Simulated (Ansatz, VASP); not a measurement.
## One calculation of Rb, two programs

```
Rb
1.0
     0.00000    3.51584    3.51584
     3.51584    0.00000    3.51584
     3.51584    3.51584    0.00000
Rb
1
Direct
  0.00000 0.00000 0.00000
```

Alike in both runs: functional PBEsol; k mesh 10 × 10 × 10; occupations gaussian, width 0.1 eV; no spin polarisation.

Ansatz relaxed the structure, and its values are those at the end. VASP's run is a single point on that final structure, the one shown.

|  | VASP | Ansatz |
| --- | --- | --- |
| version | VASP 6.6.1 | Ansatz 0.2.0 |
| potentials or method | VASP PAW PBE potentials, release 64 (Rb_sv), cutoff 520 eV | scalar-relativistic, plane waves, PAW |
| valence electrons in the cell | 9 | 9 |

```csv
,VASP,Ansatz,Ansatz less VASP
gap on the k mesh at the Fermi level (eV),none,none,-
pressure (GPa),0.0,0.0,0.00
```

VASP's potentials were made for PBE, not for PBEsol. A gap of «none» marks a metal or a gap that the smearing closes. With one functional, cell and mesh, what is left measures potentials, basis and numerics.
